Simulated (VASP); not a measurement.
# W3O in VASP: further runs

W3O is run at these levels: PBE; tasks: relaxation of the atoms, single point.

Program: VASP 6.6.1. These are calculated values, not measurements. Logs are shortened: lines on timing, memory, paths and dates and some standing lists are left out, and cuts for length are marked.

### 1 The cell of the first run

The cell holds a slab with vacuum, 4 atoms: a = 2.757 Å, b = 2.757 Å, c = 19.856 Å, α = 90.00°, β = 90.00°, γ = 109.47°.

### 2 Relaxation of the atoms, PBE

INCAR

```
ALGO = Normal ; DIPOL = 0.5 0.5 0.354
EDIFF = 1E-7 ; EDIFFG = -0.025
ENCUT = 520 ; GGA = PE
GGA_COMPAT = F ; IBRION = 2
IDIPOL = 3 ; ISIF = 2
ISMEAR = 0 ; LASPH = T
LCHARG = F ; LDIPOL = T
LREAL = F ; LWAVE = F
NELM = 120 ; NELMDL = -8
NELMIN = 4 ; NSW = 36
PREC = Accurate ; SIGMA = 0.1
```

KPOINTS

```
k-points
0
Gamma
  10 10 1
```

POSCAR

```
W3O
1.0
    2.7571643582      0.0000000000      0.0000000000
   -0.9190547861      2.5994794860      0.0000000000
    0.0000000000      0.0000000000     19.8562161274
W O
3 1
Selective dynamics
Direct
    0.5000000000      0.5000000000      0.2014482505  F F F
    0.0000000000      0.0000000000      0.3111437109  F F F
    0.5000000000      0.5000000000      0.4208362799  F F F
    0.8333333333      1.1666666667      0.4822779963  F F T
```

Potentials or basis: VASP PAW PBE potentials, release 64 (W_sv, O).

The run is started by

```bash
> cat potpaw_PBE.64/W_sv/POTCAR potpaw_PBE.64/O/POTCAR > POTCAR
> mpirun -np 1 vasp_std > vasp.out
```

OUTCAR:

```text
EDIFF = 1E-7
   EDIFFG = -0.025
   ENCUT = 520
   GGA = PE
   IBRION = 2
   ISIF = 2
   ISMEAR = 0
   LASPH = T
   LREAL = F
   NELM = 120
   NELMDL = -8
   NELMIN = 4
   NSW = 36
   PREC = Accurate

 ion  position               nearest neighbor table
   1  0.500  0.500  0.201-   2 2.70   2 2.70   2 3.13   2 3.13
   2  0.000  0.000  0.311-   3 2.70   3 2.70   1 2.70   1 2.70   3 3.13   3 3.13   1 3.13   1 3.13

   3  0.500  0.500  0.421-   4 1.93   4 2.14   4 2.14   2 2.70   2 2.70   2 3.13   2 3.13
   4  0.833  0.167  0.482-   3 1.93   3 2.14   3 2.14

  LATTYP: Found a base centered orthorhombic cell.
 ALAT       =     3.1836991688
 B/A-ratio  =     1.4142135624
 C/A-ratio  =     6.2368380537

  Lattice vectors:

 A1 = (   2.7571643582,   0.0000000000,   0.0000000000)
 A2 = (  -0.9190547861,   2.5994794860,   0.0000000000)
 A3 = (   0.0000000000,   0.0000000000,  19.8562161274)

Analysis of symmetry for initial positions (statically):
=====================================================================
 Subroutine PRICEL returns:
 Original cell was already a primitive cell.

 Routine SETGRP: Setting up the symmetry group for a
 base centered orthorhombic supercell.

 Subroutine GETGRP returns: Found  2 space group operations
 (whereof  2 operations were pure point group operations)
 out of a pool of  8 trial point group operations.

The static configuration has the point symmetry C_1h.

Analysis of symmetry for dynamics (positions and initial velocities):
=====================================================================
 Subroutine PRICEL returns:
 Original cell was already a primitive cell.

 Routine SETGRP: Setting up the symmetry group for a
 base centered orthorhombic supercell.

 Subroutine GETGRP returns: Found  2 space group operations
 (whereof  2 operations were pure point group operations)
 out of a pool of  8 trial point group operations.

The dynamic configuration has the point symmetry C_1h.

Analysis of constrained symmetry for selective dynamics:
=====================================================================
 Subroutine PRICEL returns:
 Original cell was already a primitive cell.

 Routine SETGRP: Setting up the symmetry group for a
 base centered orthorhombic supercell.

 Subroutine GETGRP returns: Found  2 space group operations
 (whereof  2 operations were pure point group operations)
 out of a pool of  8 trial point group operations.

The constrained configuration has the point symmetry C_1h.

 Subroutine INISYM returns: Found  2 space group operations
 (whereof  2 operations are pure point group operations),
 and found     1 'primitive' translations

----------------------------------------------------------------------------------------

                                     Primitive cell

  volume of cell :     142.3133

  direct lattice vectors                    reciprocal lattice vectors
     2.757164358  0.000000000  0.000000000     0.362691472  0.128230800  0.000000000
    -0.919054786  2.599479486  0.000000000     0.000000000  0.384692399  0.000000000
     0.000000000  0.000000000 19.856216127     0.000000000  0.000000000  0.050362063

  length of vectors
     2.757164358  2.757164358 19.856216127     0.384692399  0.384692399  0.050362063

  position of ions in fractional coordinates (direct lattice)
     0.500000000  0.500000000  0.201448251
     0.000000000  0.000000000  0.311143711
     0.500000000  0.500000000  0.420836280
     0.833333333  0.166666667  0.482277996

  ion indices of the primitive-cell ions
   primitive index   ion index
                 1           1
                 2           2
                 3           3
                 4           4

----------------------------------------------------------------------------------------

 KPOINTS: k-points

Automatic generation of k-mesh.
 Grid dimensions read from file:
 generate k-points for:   10   10    1

 Generating k-lattice:

  Cartesian coordinates                     Fractional coordinates (reciprocal lattice)
     0.036269147  0.012823080  0.000000000     0.100000000  0.000000000  0.000000000
     0.000000000  0.038469240  0.000000000     0.000000000  0.100000000  0.000000000
     0.000000000  0.000000000  0.050362063     0.000000000  0.000000000  1.000000000

  Length of vectors
     0.038469240  0.038469240  0.050362063

  Shift w.r.t. Gamma in fractional coordinates (k-lattice)
     0.000000000  0.000000000  0.000000000

 Subroutine IBZKPT returns following result:
 ===========================================

 Found     31 irreducible k-points:

 Following reciprocal coordinates:
            Coordinates               Weight
  0.000000  0.000000  0.000000      1.000000
  0.100000  0.000000  0.000000      4.000000
  0.200000  0.000000  0.000000      4.000000
  0.300000  0.000000  0.000000      4.000000
  0.400000 -0.000000  0.000000      4.000000
  0.500000 -0.000000  0.000000      2.000000
[... 16 lines left out ...]
  0.300000  0.300000  0.000000      2.000000
  0.400000  0.300000  0.000000      4.000000
 [... further k-points ...]
   k-points           NKPTS =     31   k-points in BZ     NKDIM =     31   number of bands    NBANDS=     28
   number of dos      NEDOS =    301   number of ions     NIONS =      4
   total plane-waves  NPLWV =  86400
   dimension x,y,z NGX =    24 NGY =   24 NGZ =  150
   dimension x,y,z NGXF=    48 NGYF=   48 NGZF=  300
   ions per type =               3   1
   NGX,Y,Z   is equivalent  to a cutoff of  14.47, 14.47, 12.56 a.u.
   NGXF,Y,Z  is equivalent  to a cutoff of  28.94, 28.94, 25.12 a.u.
 SYSTEM =  unknown system
   PREC   = accura    normal or accurate (medium, high low for compatibility)
   ISTART =      0    job   : 0-new  1-cont  2-samecut
   ICHARG =      2    charge: 1-file 2-atom 10-const
   ISPIN  =      1    spin polarized calculation?
   LNONCOLLINEAR =      F non collinear calculations
   LSORBIT =      F    spin-orbit coupling
   LASPH  =      T    aspherical Exc in radial PAW
   ENCUT  =  520.0 eV  38.22 Ry    6.18 a.u.   5.13  5.13 36.92*2*pi/ulx,y,z
   NELM   =    120;   NELMIN=  4; NELMDL= -8     # of ELM steps
   EDIFF  = 0.1E-06   stopping-criterion for ELM
   LREAL  =      F    real-space projection
   EDIFFG = -.3E-01   stopping-criterion for IOM
   NSW    =     36    number of steps for IOM
   IBRION =      2    ionic relax: 0-MD 1-quasi-New 2-CG
   NFREE  =      1    steps in history (QN), initial steepest desc. (CG)
   ISIF   =      2    stress and relaxation
   ISYM   =      2    0-nonsym 1-usesym 2-fastsym
   POTIM  = 0.5000    time-step for ionic-motion
   TEBEG  =    0.0;   TEEND  =   0.0 temperature during run
   PSTRESS=    0.0 pullay stress
   NELECT =      48.0000    total number of electrons
   NUPDOWN=      -1.0000    fix difference up-down
   EMIN   =  10.00;   EMAX   =-10.00  energy-range for DOS
   EFERMI =   0.00;   METHOD = LEGACY
   ISMEAR =     0;   SIGMA  =   0.10  broadening in eV -4-tet -1-fermi 0-gaus
   EFERMI_NEDOS =   21; number of points for ismear=-14 and -15
   IALGO  =     38    algorithm
   IMIX   =      4    mixing-type and parameters
     AMIX     =   0.40;   BMIX     =  1.00
     AMIX_MAG =   1.60;   BMIX_MAG =  1.00
  volume/ion in A,a.u.               =      35.58       240.09
  Fermi-wavevector in a.u.,A,eV,Ry     =   1.139568  2.153470 17.668718  1.298614
  Thomas-Fermi vector in A             =   2.276271
   LORBIT       =      0    0 simple, 1 ext, 2 COOP (PROOUT), +10 PAW based schemes
   GGA     = PE    functional components
   LHFCALC =     F    Hartree Fock is set to
   AEXX    =    0.0000 exact exchange contribution
   IVDW    =     0    specifies the selected vdW correction
   LEPSILON=     F    determine dielectric tensor
   LRPA    =     F    only Hartree local field effects (RPA)
 conjugate gradient relaxation of ions
 non-spin polarized calculation
 Gauss-broadening in eV      SIGMA  =   0.10
  energy-cutoff  :      520.00
  volume of cell :      142.31
 maximum number of plane-waves:      3862
 NGX is ok and might be reduce to    24
   NGX = 11   NGY = 11   NGZ = 73

 dipolmoment           0.000000      0.000000     -0.200922 electrons x Angstroem

--------------------------------------- Ionic step        1  -------------------------------------------

 number of electron      48.0000002 magnetization

 Free energy of the ion-electron system (eV)
  ---------------------------------------------------
  ext. energy  EPLUGINS =         0.00000000
  ---------------------------------------------------
  free energy    TOTEN  =       -44.53631556 eV

  energy without entropy =      -44.52541588  energy(sigma->0) =      -44.53086572

------------------------ aborting loop because EDIFF is reached ----------------------------------------

  FORCE on cell =-STRESS in cart. coord.  units (eV):
  Direction    XX          YY          ZZ          XY          YZ          ZX
  --------------------------------------------------------------------------------------
  -------------------------------------------------------------------------------------
  Total        1.3442494     -1.2517949      2.5442084     -3.6713611     -1.3764498      1.9465931
  in kB       15.1336916    -14.0928307     28.6429490    -41.3325442    -15.4962076     21.9149372
  external PRESSURE =       9.8946033 kB  Pullay stress =       0.0000000 kB
[... 61 lines left out ...]
  energy  without entropy=      -44.5304602949  energy(sigma->0) =      -44.53575766

--------------------------------------- Ionic step        3  -------------------------------------------

 number of electron      48.0000000 magnetization

 dipolmoment           0.000000      0.000000      0.059419 electrons x Angstroem

 Free energy of the ion-electron system (eV)
  ---------------------------------------------------
  ext. energy  EPLUGINS =         0.00000000
  ---------------------------------------------------
  free energy    TOTEN  =       -44.54108955 eV

  energy without entropy =      -44.53047329  energy(sigma->0) =      -44.53578142

 E-fermi :   0.6434     XC(G=0):  -5.9650

 val. band max:        0.6329549211   @ k =  -0.2000   0.2000   0.0000
 cond. band min:       0.6553022186   @ k =   0.4000   0.1000   0.0000
 fundamental gap:      0.0223472976
 Fermi energy:         0.6433680731

 k-point     1 :       0.0000    0.0000    0.0000
  band No.  band energies     occupation
      1     -74.3063      2.00000
      2     -73.6062      2.00000
      3     -73.4359      2.00000
      4     -38.7509      2.00000
      5     -38.2428      2.00000
      6     -38.1058      2.00000
[... 733 lines left out ...]
     27       2.8812      0.00000
     28       3.1767      0.00000

 [... further k-points ...]

------------------------ aborting loop because EDIFF is reached ----------------------------------------

 vacuum level on the upper side and lower side of the slab       (xc-potential included)         0.723        -0.737

  FORCE on cell =-STRESS in cart. coord.  units (eV):
  Direction    XX          YY          ZZ          XY          YZ          ZX
  --------------------------------------------------------------------------------------
  -------------------------------------------------------------------------------------
  Total        0.9991366     -1.5242962      1.9557891     -3.5686729     -1.2744343      1.8023214
  in kB       11.2483781    -17.1606767     22.0184667    -40.1764707    -14.3477068     20.2907118
  external PRESSURE =       5.3687227 kB  Pullay stress =       0.0000000 kB

 VOLUME and BASIS-vectors are now :
 -----------------------------------------------------------------------------
  energy-cutoff  :      520.00
  volume of cell :      142.31
      direct lattice vectors                 reciprocal lattice vectors
     2.757164358  0.000000000  0.000000000     0.362691472  0.128230800  0.000000000
    -0.919054786  2.599479486  0.000000000     0.000000000  0.384692399  0.000000000
     0.000000000  0.000000000 19.856216127     0.000000000  0.000000000  0.050362063
[... 10 lines left out ...]
  FREE ENERGIE OF THE ION-ELECTRON SYSTEM (eV)
  ---------------------------------------------------
  free  energy   TOTEN  =       -44.5410895514 eV

  energy  without entropy=      -44.5304732883  energy(sigma->0) =      -44.53578142

 reached required accuracy - stopping structural energy minimisation

 vacuum level on the upper side and lower side of the slab         7.039         5.539
```

Wall time 18 min (1 thread of AMD EPYC, shared host); peak memory 0.31 GiB.

What came out:

```
Free energy               : -44.5411 eV
Energy gained by relaxing : 1.2 meV/atom
Ionic steps               : 3
Band gap on the k mesh    : zero (bands 24 and 25 overlap by 1.27 eV)
```

Step by step:
```tsv
step	energy change (eV)	largest force on free atoms (eV/Å)	pressure (GPa)
1	0.0000	0.4653	0.99
2	-0.0047	0.0389	0.50
3	-0.0048	0.0001	0.54
```

Final structure:
```
CELL_PARAMETERS angstrom
2.75716 0.00000 0.00000
-0.91905 2.59948 0.00000
0.00000 0.00000 19.85622
ATOMIC_POSITIONS crystal
W 0.50000 0.50000 0.20145
W 0.00000 0.00000 0.31114
W 0.50000 0.50000 0.42084
O 0.83333 0.16667 0.48332
```

Caveat: spin-orbit coupling is left out, which moves the levels of the heavy elements.

### 3 Single point, PBE

INCAR

```
PREC = Accurate ; ENCUT = 1000
EDIFF = 1E-6 ; ISMEAR = 0
SIGMA = 0.1 ; LREAL = F
LASPH = T ; NELM = 120
ALGO = Normal ; ISIF = 2
LWAVE = F ; LCHARG = T
LDIPOL = T ; IDIPOL = 3
DIPOL = 0.5 0.5 0.359 ; GGA = PE
LELF = T ; LVHAR = T
LVACPOTAV = T ; NBANDS = 32
GGA_COMPAT = F ; NELMDL = -8
```

KPOINTS

```
Automatic mesh
0
Gamma
  10 10 1
```

POSCAR

```
W3O
1.0
    2.7571643597      0.0000000000      0.0000000000
   -0.9190547866      2.5994794874      0.0000000000
    0.0000000000      0.0000000000     19.8562161029
W O
3 1
Direct
    0.5000000000      0.5000000000      0.2014482507
    0.0000000000      0.0000000000      0.3111437107
    0.5000000000      0.5000000000      0.4208362792
    0.6666666667      1.3333333333      0.5011743143
```

Potentials or basis: VASP PAW PBE potentials, release 64 (W_sv, O_h).

The run is started by

```bash
> cat potpaw_PBE.64/W_sv/POTCAR potpaw_PBE.64/O_h/POTCAR > POTCAR
> mpirun -np 1 vasp_std > vasp.out
```

It took 9.3 min on 1 thread of Intel Xeon Platinum 8375C at 2.90GHz (Ice Lake), shared host; peak memory 0.6 GiB.

It converged, with:

| Property | Result |
| --- | --- |
| Free energy | -43.0297 eV |
| Largest force | 1.347 eV/Å |
| Band gap on the k mesh | zero (bands 24 and 25 overlap by 1.46 eV) |

Forces in eV/Å, atoms in the order of the input:
```
W    0.029 -0.020  0.109
W   -0.345  0.244 -1.279
W   -0.067  0.047  0.812
O    0.383 -0.271  0.358
```

Levels at points of the mesh, in eV from the Fermi level:
| k point | band 21 | band 22 | band 23 | band 24 | band 25 | band 26 | band 27 | band 28 |
| --- | --- | --- | --- | --- | --- | --- | --- | --- |
| (0.00, 0.00, 0.00) | -1.74 | -1.23 | -1.19 | -0.24 | -0.21 | 0.72 | 1.43 | 1.84 |
| (0.50, 0.00, 0.00) | -2.00 | -1.72 | -0.33 | 0.77 | 1.59 | 2.09 | 2.20 | 2.49 |
| (0.50, 0.50, 0.00) | -2.35 | -1.92 | 0.52 | 1.12 | 1.25 | 1.94 | 4.09 | 4.10 |

Caveat: spin-orbit coupling is left out, which moves the levels of the heavy elements.

The gap in the log of VASP goes by the Fermi energy; the results here count the filled bands.